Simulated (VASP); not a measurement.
A run of VASP 6.6.1 is set up as follows.

The input INCAR:

```
PREC = Accurate
ENCUT = 520
EDIFF = 1E-6
ISMEAR = 0
SIGMA = 0.05
LREAL = False
LASPH = True
NELM = 150
ALGO = Normal
ISIF = 2
LWAVE = False
LCHARG = True
ISPIN = 2
MAGMOM = 0 0 0 0 2
LORBIT = 11
LDIPOL = True
IDIPOL = 3
DIPOL = 0.5 0.5 0.322
LELF = True
LVHAR = True
LVACPOTAV = True
NBANDS = 22
```

Contents of KPOINTS:

```
regular mesh
0
Gamma
  7 7 1
```

Contents of POSCAR:

```
Si
1.0
    3.8195065206      0.0000000000      0.0000000000
    0.0000000000      3.8195065206      0.0000000000
    0.0000000000      0.0000000000     21.0645252450
Si
5
Direct
    0.0000000000      0.5000000000      0.1898927203
    0.0000000000      0.0000000000      0.2540004780
    0.5000000000      0.0000000000      0.3202822601
    0.5000000000      0.5000000000      0.3828486591
    0.5000000000      0.5000000000      0.4635530652
```

Potentials or basis: VASP PAW LDA potentials, release 64 (Si).

Launch:

```bash
$ cat potpaw_LDA.64/Si/POTCAR > POTCAR
$ mpirun -np 1 vasp_std > vasp.out
```

Problem. Predict the site moments.

Solution. Si +0.02, +0.01, +0.07 (each value once) μB.

Problem. Estimate the largest force.

Solution. 19.445 eV/Å.

Problem. What does it give for the net moment?

Solution. 0.36 μB per cell.

Forces on the atoms (eV/Å):
```
Si    0.000   0.000   0.066
Si    0.000   0.000   0.210
Si    0.000   0.000  -0.503
Si    0.000   0.000 -19.217
Si    0.000   0.000  19.445
```

Caveat: a moment this small can come from the mesh or the smearing.
